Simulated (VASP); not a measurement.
# KI (P1) in VASP: a series of runs

The runs below take KI through single point, with PBEsol.

Program: VASP 6.6.1. These are calculated values, not measurements. Logs are shortened: lines on timing, memory, paths and dates and some standing lists are left out, and cuts for length are marked.

## 1. The cell of the first run

The typed cell holds 16 atoms: a = 10.100 Å, b = 10.100 Å, c = 10.100 Å, α = 60.00°, β = 60.00°, γ = 60.00°.

## 2. Single point, PBEsol

INCAR

```
SYSTEM = KI
  ALGO = Normal
  EDIFF = 1E-6
  ENCUT = 520
  GGA = PS
  ISIF = 2
  ISMEAR = -1
  LASPH = .True.
  LCHARG = .False.
  LREAL = Auto
  LWAVE = .False.
  NBANDS = 78
  NELM = 60
  PREC = Accurate
  SIGMA = 0.1034
```

KPOINTS

```
k-points
0
Gamma
  1 1 1
  0 0 0
```

POSCAR

```
KI
1.0
    7.1418619535      0.0000000000      7.1418619535
    7.1418619535      7.1418619535      0.0000000000
    0.0000000000      7.1418619535      7.1418619535
K I
8 8
Direct
    0.0184507907     -0.0094917825     -0.0457117489
   -0.0098700452      0.5099662418     -0.0035488645
    0.4844508368      0.0376768694     -0.0147642170
    0.5044793673      0.5086957748      0.0141528919
    0.0007505746      0.0118017543      0.4814364269
    0.0423122152      0.4521056303      0.4801913034
    0.5132737826     -0.0328924728      0.4982979961
    0.5004942021      0.5033756636      0.5098528260
    0.2527427038      0.2599121226      0.2633826462
    0.2418715191      0.7362606606      0.2488181670
    0.7579025659      0.2478500021      0.2652859314
    0.7318467557      0.7498363221      0.2761371632
    0.2397110881      0.2530878518      0.7278200746
    0.2571728510      0.7481981638      0.7327251680
    0.7511418640      0.2682745078      0.7497807343
    0.7508684059      0.7423609606      0.7607263393
```

Potentials or basis: VASP PAW PBE potentials, release 64 (K_sv, I).

Run with:

```console
$ cat potpaw_PBE.64/K_sv/POTCAR potpaw_PBE.64/I/POTCAR > POTCAR
$ mpirun -np 1 vasp_gam > vasp.out
```

OUTCAR:

```text
SYSTEM = KI
   EDIFF = 1E-6
   ENCUT = 520
   GGA = PS
   ISIF = 2
   ISMEAR = -1
   LASPH = .True.
   LREAL = Auto
   NELM = 60
   PREC = Accurate

 ion  position               nearest neighbor table
   1  0.018  0.991  0.954-  14 3.32  15 3.41  13 3.47
   2  0.990  0.510  0.996-  16 3.39  11 3.54  14 3.61
   3  0.484  0.038  0.985-  15 3.56   9 3.59  13 3.60
   4  0.504  0.509  0.014-  10 3.32  16 3.43   9 3.57  11 3.60  15 3.61
   5  0.001  0.012  0.481-  11 3.28   9 3.59  14 3.63  10 3.64
   6  0.042  0.452  0.480-   9 2.92  13 3.20  15 3.45  10 3.48
   7  0.513  0.967  0.498-  12 3.14  14 3.40   9 3.57  16 3.58
   8  0.500  0.503  0.510-  14 3.34  12 3.41  15 3.51  11 3.57  13 3.67
   9  0.253  0.260  0.263-   6 2.92   7 3.57   4 3.57   5 3.59   3 3.59
  10  0.242  0.736  0.249-   4 3.32   6 3.48   5 3.64
  11  0.758  0.248  0.265-   5 3.28   2 3.54   8 3.57   4 3.60
  12  0.732  0.750  0.276-   7 3.14   8 3.41
  13  0.240  0.253  0.728-   6 3.20   1 3.47   3 3.60   8 3.67
  14  0.257  0.748  0.733-   1 3.32   8 3.34   7 3.40   2 3.61   5 3.63
  15  0.751  0.268  0.750-   1 3.41   6 3.45   8 3.51   3 3.56   4 3.61
  16  0.751  0.742  0.761-   2 3.39   4 3.43   7 3.58

  LATTYP: Found a face centered cubic cell.
 ALAT       =    14.2837239070

  Lattice vectors:

 A1 = (   7.1418619535,   0.0000000000,   7.1418619535)
 A2 = (   7.1418619535,   7.1418619535,   0.0000000000)
 A3 = (   0.0000000000,   7.1418619535,   7.1418619535)

Analysis of symmetry for initial positions (statically):
=====================================================================
 Subroutine PRICEL returns:
 Original cell was already a primitive cell.

 Routine SETGRP: Setting up the symmetry group for a
 face centered cubic supercell.

 Subroutine GETGRP returns: Found  1 space group operations
 (whereof  1 operations were pure point group operations)
 out of a pool of 48 trial point group operations.

The static configuration has the point symmetry C_1 .

Analysis of symmetry for dynamics (positions and initial velocities):
=====================================================================
 Subroutine PRICEL returns:
 Original cell was already a primitive cell.

 Routine SETGRP: Setting up the symmetry group for a
 face centered cubic supercell.

 Subroutine GETGRP returns: Found  1 space group operations
 (whereof  1 operations were pure point group operations)
 out of a pool of 48 trial point group operations.

The dynamic configuration has the point symmetry C_1 .

 Subroutine INISYM returns: Found  1 space group operations
 (whereof  1 operations are pure point group operations),
 and found     1 'primitive' translations

----------------------------------------------------------------------------------------

                                     Primitive cell

  volume of cell :     728.5584

  direct lattice vectors                    reciprocal lattice vectors
     7.141861954  0.000000000  7.141861954     0.070009754 -0.070009754  0.070009754
     7.141861954  7.141861954  0.000000000     0.070009754  0.070009754 -0.070009754
     0.000000000  7.141861954  7.141861954    -0.070009754  0.070009754  0.070009754

  length of vectors
    10.100118035 10.100118035 10.100118035     0.121260451  0.121260451  0.121260451

  position of ions in fractional coordinates (direct lattice)
     0.018450791  0.990508218  0.954288251
     0.990129955  0.509966242  0.996451136
     0.484450837  0.037676869  0.985235783
     0.504479367  0.508695775  0.014152892
     0.000750575  0.011801754  0.481436427
     0.042312215  0.452105630  0.480191303
     0.513273783  0.967107527  0.498297996
     0.500494202  0.503375664  0.509852826
     0.252742704  0.259912123  0.263382646
     0.241871519  0.736260661  0.248818167
     0.757902566  0.247850002  0.265285931
     0.731846756  0.749836322  0.276137163
     0.239711088  0.253087852  0.727820075
     0.257172851  0.748198164  0.732725168
     0.751141864  0.268274508  0.749780734
     0.750868406  0.742360961  0.760726339

  ion indices of the primitive-cell ions
   primitive index   ion index
                 1           1
                 2           2
                 3           3
                 4           4
                 5           5
                 6           6
                 7           7
                 8           8
                 9           9
                10          10
                11          11
                12          12
                13          13
                14          14
                15          15
                16          16

----------------------------------------------------------------------------------------

 KPOINTS: k-points

Automatic generation of k-mesh.
 Grid dimensions read from file:
 generate k-points for:    1    1    1

 Generating k-lattice:

  Cartesian coordinates                     Fractional coordinates (reciprocal lattice)
[... 81 lines left out ...]

 val. band max:       -0.4916359049   @ k =   0.0000   0.0000   0.0000
 cond. band min:       3.1234873476   @ k =   0.0000   0.0000   0.0000
 fundamental gap:      3.6151232525
 Fermi energy:         1.3663166700

 k-point     1 :       0.0000    0.0000    0.0000
  band No.  band energies     occupation
      1     -29.4059      2.00000
      2     -29.2314      2.00000
      3     -29.1784      2.00000
      4     -29.1402      2.00000
      5     -29.0034      2.00000
      6     -28.9845      2.00000
      7     -28.9217      2.00000
      8     -28.7201      2.00000
      9     -12.9747      2.00000
     10     -12.9686      2.00000
     11     -12.9611      2.00000
     12     -12.8433      2.00000
     13     -12.8188      2.00000
     14     -12.8055      2.00000
     15     -12.7727      2.00000
     16     -12.7714      2.00000
     17     -12.7562      2.00000
     18     -12.7298      2.00000
     19     -12.7218      2.00000
     20     -12.7079      2.00000
     21     -12.6303      2.00000
     22     -12.6141      2.00000
     23     -12.6127      2.00000
     24     -12.6010      2.00000
     25     -12.5716      2.00000
     26     -12.5585      2.00000
     27     -12.5433      2.00000
     28     -12.5336      2.00000
     29     -12.5075      2.00000
     30     -12.4875      2.00000
     31     -12.3682      2.00000
     32     -12.3306      2.00000
     33     -11.0897      2.00000
     34     -10.9924      2.00000
     35     -10.9278      2.00000
     36     -10.8847      2.00000
     37     -10.7286      2.00000
     38     -10.7117      2.00000
     39     -10.6957      2.00000
     40     -10.6612      2.00000
     41      -1.9430      2.00000
     42      -1.9082      2.00000
     43      -1.8914      2.00000
     44      -1.8670      2.00000
     45      -1.5816      2.00000
     46      -1.5421      2.00000
     47      -1.4779      2.00000
     48      -1.1111      2.00000
     49      -1.0867      2.00000
     50      -1.0615      2.00000
     51      -1.0405      2.00000
     52      -1.0064      2.00000
     53      -0.9634      2.00000
     54      -0.9038      2.00000
     55      -0.8629      2.00000
     56      -0.8547      2.00000
     57      -0.8418      2.00000
     58      -0.8139      2.00000
     59      -0.7854      2.00000
     60      -0.7843      2.00000
     61      -0.7150      2.00000
     62      -0.5472      2.00000
     63      -0.5363      2.00000
     64      -0.4916      2.00000
     65       3.1235      0.00000
     66       4.2270      0.00000
     67       4.2964      0.00000
     68       4.3103      0.00000
     69       4.6929      0.00000
     70       4.7267      0.00000
     71       4.7373      0.00000
     72       4.7938      0.00000
     73       4.9319      0.00000
     74       4.9557      0.00000
     75       5.0018      0.00000
     76       5.7564      0.00000
 [bands above 76 left out]

------------------------ aborting loop because EDIFF is reached ----------------------------------------

  FORCE on cell =-STRESS in cart. coord.  units (eV):
  Direction    XX          YY          ZZ          XY          YZ          ZX
  --------------------------------------------------------------------------------------
  -------------------------------------------------------------------------------------
  Total        0.8839027      5.7390130      1.6483207     -0.2042848      0.0606229     -0.0273389
  in kB        1.9437961     12.6206999      3.6248326     -0.4492441      0.1333162     -0.0601211
  external PRESSURE =       6.0631096 kB  Pullay stress =       0.0000000 kB

 VOLUME and BASIS-vectors are now :
 -----------------------------------------------------------------------------
  energy-cutoff  :      520.00
  volume of cell :      728.56
      direct lattice vectors                 reciprocal lattice vectors
     7.141861954  0.000000000  7.141861954     0.070009754 -0.070009754  0.070009754
     7.141861954  7.141861954  0.000000000     0.070009754  0.070009754 -0.070009754
     0.000000000  7.141861954  7.141861954    -0.070009754  0.070009754  0.070009754

 POSITION                                       TOTAL-FORCE (eV/Angst)
 -----------------------------------------------------------------------------------
      7.20585     13.88947      6.94717        -0.101052      0.326134      0.189075
     10.71348     10.75862     14.18789        -0.044232     -0.010113      0.048338
      3.72896      7.30550     10.49630        -0.105873     -0.139220      0.093299
      7.23596      3.73411      3.70400         0.004258     -0.183654      0.032282
      0.08965      3.52264      3.44371        -0.128786     -0.052773      0.183065
      3.53106      6.65834      3.73165         0.032819      1.333676     -0.385821
     10.57268     10.46572      7.22451         0.223138      0.492758      0.077734
      7.16950      7.23634      7.21576        -0.071534     -0.227286     -0.113963
      3.66131      3.73730      3.68610         0.019257     -1.309322     -0.125154
      6.98568      7.03530      3.50444         0.154363      0.192025     -0.064471
      7.18295      3.66475      7.30747         0.011908     -0.031947     -0.189788
     10.58198      7.32736      7.19888         0.160335     -0.570696     -0.111188
      3.51950      7.00551      6.90997         0.040011      0.081588      0.470846
      7.18022     10.57655      7.06971        -0.158910      0.019730      0.008477
      7.28053      7.27081     10.71938        -0.165742     -0.046920     -0.045845
     10.66444     10.73484     10.79560         0.130041      0.126021     -0.066887
 -----------------------------------------------------------------------------------
    total drift:                                0.003155      0.000227     -0.006512

  FREE ENERGIE OF THE ION-ELECTRON SYSTEM (eV)
  ---------------------------------------------------
  free  energy   TOTEN  =       -44.5672943340 eV

  energy  without entropy=      -44.5672940094  energy(sigma->0) =      -44.56729417
```

Run time: 1.8 min. Hardware: 1 thread of Oxide Virtual Turin-like, shared host; peak memory 0.88 GiB.

Results:

```
Free energy   : -44.5673 eV
Pressure      : 0.6 GPa
Largest force : 1.389 eV/Å
```

Forces on the atoms (eV/Å):
```
K   -0.101  0.326  0.189
K   -0.044 -0.010  0.048
K   -0.106 -0.139  0.093
K    0.004 -0.184  0.032
K   -0.129 -0.053  0.183
K    0.033  1.334 -0.386
K    0.223  0.493  0.078
K   -0.072 -0.227 -0.114
I    0.019 -1.309 -0.125
I    0.154  0.192 -0.064
I    0.012 -0.032 -0.190
I    0.160 -0.571 -0.111
I    0.040  0.082  0.471
I   -0.159  0.020  0.008
I   -0.166 -0.047 -0.046
I    0.130  0.126 -0.067
```

Caveat: the k points lie up to 0.76 Å⁻¹ apart; the atoms stand as in a frame of molecular dynamics; the PAW data sets were made with another functional, which shifts forces and pressure a little; spin-orbit coupling is left out, which moves the levels of the heavy elements.

## 3. Single point, PBEsol

INCAR

```
SYSTEM = KI
ALGO     = Normal         ! electronic algorithm
EDIFF    = 1E-6           ! SCF threshold, eV
ENCUT    = 520            ! plane-wave cutoff, eV
GGA      = PS             ! functional
ISIF     = 2              ! what is computed and relaxed
ISMEAR   = -1             ! smearing method
LASPH    = .TRUE.         ! aspherical terms in the spheres
LCHARG   = .FALSE.        ! write CHGCAR
LREAL    = Auto         
LWAVE    = .FALSE.        ! write WAVECAR
NBANDS   = 78             ! bands
NELM     = 60             ! most SCF steps
PREC     = Accurate       ! precision mode
SIGMA    = 0.1034         ! smearing width, eV
```

KPOINTS

```
k-points
0
G
  1 1 1
  0 0 0
```

POSCAR

```
KI
1.0
    7.1418619535      0.0000000000      7.1418619535
    7.1418619535      7.1418619535      0.0000000000
    0.0000000000      7.1418619535      7.1418619535
K I
8 8
Direct
    0.0302437938     -0.0180455742     -0.0748703914
   -0.0194946361      0.5170858838     -0.0039274072
    0.4720005822      0.0674221937     -0.0284521041
    0.5161016166      0.5104971958      0.0244130314
    0.0064851436      0.0119929509      0.4703662745
    0.0337896478      0.4563877069      0.4850684629
    0.5196917868     -0.0462894694      0.5087220985
    0.5025414273      0.5003683246      0.5118462838
    0.2672545356      0.2594222644      0.2637579685
    0.2320039943      0.7258242366      0.2473138674
    0.7646126508      0.2475850152      0.2790749825
    0.7190068267      0.7463072704      0.2952730694
    0.2333927778      0.2525557077      0.7097103015
    0.2630522001      0.7448276842      0.7160884001
    0.7506348533      0.2860733676      0.7503985004
    0.7511378734      0.7375834249      0.7712976022
```

Potentials or basis: VASP PAW PBE potentials, release 64 (K_sv, I).

Run with:

```console
$ cat potpaw_PBE.64/K_sv/POTCAR potpaw_PBE.64/I/POTCAR > POTCAR
$ mpirun -np 1 vasp_gam > vasp.out
```

It took 1.8 min on 1 thread of Oxide Virtual Turin-like, shared host; peak memory 0.88 GiB.

Results (log left out):

* Free energy: -43.9689 eV
* Pressure: 1.1 GPa
* Largest force: 1.240 eV/Å

Forces in eV/Å, atoms in the order of the input:
```
K   -0.134  0.511  0.243
K   -0.021  0.016  0.266
K   -0.100 -0.140  0.133
K   -0.154 -0.341  0.055
K   -0.073 -0.116  0.496
K    0.077  0.920 -0.828
K    0.299  0.822  0.020
K   -0.138 -0.367 -0.138
I   -0.012 -1.048 -0.137
I    0.255  0.394 -0.148
I    0.015 -0.005 -0.485
I    0.270 -0.995 -0.172
I    0.075  0.161  0.992
I   -0.272  0.055 -0.016
I   -0.370 -0.041 -0.065
I    0.283  0.173 -0.217
```

Stress tensor (GPa, compression positive):
```
 0.53 -0.07 -0.01
-0.07  1.70 -0.06
-0.01 -0.06  0.95
```

Levels at points of the mesh, in eV from the Fermi level:
```csv
k point,band 60,band 61,band 62,band 63,band 64,band 65,band 66,band 67,band 68,band 69
"(0.00, 0.00, 0.00)",-2.10,-2.10,-1.89,-1.87,-1.86,1.74,2.89,2.99,3.04,3.28
```

Caveat: the k points lie up to 0.76 Å⁻¹ apart; the atoms stand as in a frame of molecular dynamics; the PAW data sets were made with another functional, which shifts forces and pressure a little; spin-orbit coupling is left out, which moves the levels of the heavy elements.

## 4. Single point, PBEsol

INCAR

```
PREC = Accurate
ENCUT = 520
EDIFF = 1E-6
ISMEAR = -1
SIGMA = 0.1034
LREAL = Auto
LASPH = True
NELM = 80
ALGO = Normal
ISIF = 2
LWAVE = False
LCHARG = False
GGA = PS
NBANDS = 78
```

KPOINTS

```
regular mesh
0
Gamma
  1 1 1
```

POSCAR

```
KI
1.0
    7.1418619535      0.0000000000      7.1418619535
    7.1418619535      7.1418619535      0.0000000000
    0.0000000000      7.1418619535      7.1418619535
K I
8 8
Direct
    0.0295551078     -0.0223700067     -0.0758035514
   -0.0217787744      0.5161191891      0.0042778760
    0.4659791833      0.0834164821     -0.0382891747
    0.5331842767      0.4967254370      0.0305313238
    0.0263299685     -0.0069032418      0.4724906505
   -0.0234142022      0.5144748000      0.4967126252
    0.5130094958     -0.0288681021      0.5318809051
    0.5061900557      0.4876539931      0.5034441331
    0.2897563007      0.2497496467      0.2522699979
    0.2205172839      0.7233285988      0.2455149667
    0.7671457437      0.2513436988      0.2874744728
    0.7163402252      0.7387292046      0.3004129755
    0.2349263415      0.2460016045      0.7020478039
    0.2653925562      0.7399652968      0.7035635851
    0.7465279411      0.2991965560      0.7534869107
    0.7504419765      0.7392852220      0.7782609124
```

Run with:

```console
$ cat potpaw_PBE.64/K_sv/POTCAR potpaw_PBE.64/I/POTCAR > POTCAR
$ mpirun -np 1 vasp_gam > vasp.out
```

It took 2.9 min on 1 thread of Oxide Virtual Turin-like, shared host; peak memory 0.87 GiB.

It converged, with:

```
Free energy   : -44.2618 eV
Pressure      : 0.8 GPa
Largest force : 0.566 eV/Å
```

Forces in eV/Å, atoms in the order of the input:
```
K   -0.130  0.356  0.199
K    0.068  0.033  0.340
K   -0.073 -0.149  0.162
K   -0.273 -0.132 -0.011
K    0.036 -0.089  0.165
K    0.161 -0.074  0.063
K    0.139 -0.171 -0.123
K   -0.118 -0.012 -0.132
I   -0.122 -0.074 -0.175
I    0.405  0.243 -0.150
I   -0.025 -0.231 -0.213
I    0.286 -0.309 -0.360
I    0.077  0.363  0.375
I   -0.206  0.189  0.089
I   -0.554 -0.115 -0.025
I    0.328  0.173 -0.203
```

Stress tensor (GPa, compression positive):
```
 0.72 -0.05 -0.05
-0.05  0.98 -0.11
-0.05 -0.11  0.74
```

Levels at points of the mesh, in eV from the Fermi level:
```csv
k point,band 61,band 62,band 63,band 64,band 65,band 66,band 67,band 68
"(0.00, 0.00, 0.00)",-2.04,-1.86,-1.85,-1.79,1.70,2.92,2.97,3.07
```

Caveat: the k points lie up to 0.76 Å⁻¹ apart; the atoms stand as in a frame of molecular dynamics; the PAW data sets were made with another functional, which shifts forces and pressure a little; spin-orbit coupling is left out, which moves the levels of the heavy elements.

## 5. Overview

```tsv
cell	pressure (GPa)	largest force (eV/Å)
as given, atomic positions A	0.6	1.39
as given, atomic positions B	1.1	1.24
as given, atomic positions C	0.8	0.57
```

Alike in all rows: task single point; level PBEsol; potentials or basis VASP PAW PBE potentials, release 64 (K_sv, I); no spin polarisation; k mesh 1 × 1 × 1; cutoff (eV) 520; smearing fermi-dirac 0.1034 eV.

Caveats: all runs use coarse meshes; the atoms stand as in a frame of molecular dynamics; the PAW data sets were made with another functional, which shifts forces and pressure a little; spin-orbit coupling is left out, which moves the levels of the heavy elements.

Total energies depend on the potentials used, so only differences within one code and one set of settings carry meaning.
